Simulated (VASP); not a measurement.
**WSe2: relaxation of shape and atoms at fixed volume with r2SCAN**

The system is WSe2, a slab with vacuum.

```
W Se
1.0
     3.28086    0.00000    0.00000
    -1.64043    2.84130    0.00000
     0.00000    0.00000   16.49038
W Se
1 2
Direct
  0.00000 0.00000 0.00000
  0.33333 0.66667 0.09971
  0.33333 0.66667 0.90029
```

This cell differs from its parent crystal: volume scaled by 0.97.

```json
{
 "Program": "VASP 6.6.1",
 "Task": "relaxation of shape and atoms at fixed volume",
 "Functional": "r2SCAN",
 "Potentials or basis": "VASP PAW PBE potentials, release 64 (W_sv, Se)",
 "Cutoff": "600 eV",
 "k mesh": "9 × 9 × 2",
 "Occupations": "gaussian, width 0.02 eV",
 "Spin": "no spin polarisation",
 "Dipole correction": "no",
 "Further INCAR settings": "ALGO = Normal; EDIFF = 1e-06; IBRION = 2; EDIFFG = -0.01; NSW = 50; ISIF = 4"
}
```

```json
{"Energy gained by relaxing": "9.9 meV/atom", "Ionic steps": "8", "Band gap on the k mesh": "1.63 eV, direct"}
```

The path:
| step | energy change (eV) | largest force (eV/Å) | pressure (GPa) | volume (Å³) |
| --- | --- | --- | --- | --- |
| 1 | 0.0000 | 0.6017 | 1.90 | 153.72 |
| 2 | -0.0160 | 0.0043 | 0.77 | 153.72 |
| 3 | -0.0161 | 0.0423 | 0.86 | 153.72 |
| 4 | -0.0253 | 0.0344 | 0.50 | 153.72 |
| 5 | -0.0297 | 0.0241 | 0.03 | 153.72 |
| 6 | -0.0297 | 0.0239 | 0.02 | 153.72 |
| 7 | -0.0297 | 0.0217 | -0.07 | 153.72 |
| 8 | -0.0298 | 0.0002 | -0.03 | 153.72 |

Final structure:
```cif
data_structure
_symmetry_space_group_name_H-M 'P 1'
_symmetry_Int_Tables_number 1
_cell_length_a 3.3177
_cell_length_b 3.3177
_cell_length_c 16.1259
_cell_angle_alpha 90.000
_cell_angle_beta 90.000
_cell_angle_gamma 120.000
_cell_volume 153.72
loop_
_atom_site_label
_atom_site_type_symbol
_atom_site_fract_x
_atom_site_fract_y
_atom_site_fract_z
_atom_site_occupancy
W1 W 0.00000 0.00000 0.00000 1
Se1 Se 0.33333 0.66667 0.10308 1
Se2 Se 0.33333 0.66667 0.89692 1
```

Levels at points of the mesh, in eV from the valence-band top:
| k point | band 10 | band 11 | band 12 | band 13 | band 14 | band 15 | band 16 | band 17 |
| --- | --- | --- | --- | --- | --- | --- | --- | --- |
| (0.00, 0.00, 0.00) | -2.22 | -1.38 | -1.38 | -0.25 | 3.08 | 3.08 | 3.26 | 3.26 |
| (0.00, 0.00, 0.50) | -2.22 | -1.38 | -1.38 | -0.25 | 3.08 | 3.08 | 3.26 | 3.26 |

Run time: 17 min on 1 thread of Intel(R) Xeon(R) 6975P-C (Granite Rapids) (shared host), peak memory 0.42 GiB.

Caveat: the cell differs from its parent crystal (volume scaled by 0.97); the PAW data sets were made with another functional, which shifts forces and pressure a little; spin-orbit coupling is left out, which moves the levels of the heavy elements.
